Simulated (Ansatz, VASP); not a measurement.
**Ga8Sb3P5: VASP beside Ansatz**

```
Ga Sb P
1.0
    -0.01200    5.70294    5.70294
     5.69094    0.00000    5.69094
     5.69094    5.69094    0.00000
Ga Sb P
8 3 5
Direct
  0.97509 0.00830 0.00830
  0.98517 0.98548 0.51467
  0.98517 0.51467 0.98548
  0.98517 0.51467 0.51467
  0.52063 0.99227 0.99227
  0.52063 0.99227 0.49482
  0.52063 0.49482 0.99227
  0.50286 0.49905 0.49905
  0.12616 0.12502 0.12502
  0.12616 0.12502 0.62380
  0.12616 0.62380 0.12502
  0.12462 0.62513 0.62513
  0.62243 0.12586 0.12586
  0.62637 0.12321 0.62521
  0.62637 0.62521 0.12321
  0.62637 0.62521 0.62521
```

Alike in both runs: functional PBEsol; k mesh 4 × 4 × 4; occupations gaussian, width 0.1 eV; no spin polarisation.

Ansatz relaxed the structure, and its values are those at the end. VASP's run is a single point on that final structure, the one shown.

|  | VASP | Ansatz |
| --- | --- | --- |
| version | VASP 6.6.1 | Ansatz 0.2.0 |
| potentials or method | VASP PAW PBE potentials, release 64 (Ga_d, Sb, P), cutoff 520 eV | scalar-relativistic, plane waves, PAW |
| valence electrons in the cell | 144 | 174 |

Ansatz gave:

```
gap on the k mesh at the Fermi level (eV) : none
pressure (GPa)                            : 0.0
rms of the force components (eV/Å)        : 0.008
```

**Question.** Estimate VASP's values.

**Answer.** gap on the k mesh at the Fermi level (eV): none; pressure (GPa): 0.1; rms of the force components (eV/Å): 0.012.

VASP's potentials were made for PBE, not for PBEsol. A gap of «none» marks a metal or a gap that the smearing closes. VASP's potentials hold 144 valence electrons a cell and Ansatz's 174, so a difference there can come from the potentials and not from the codes.

Spin-orbit coupling is off throughout.
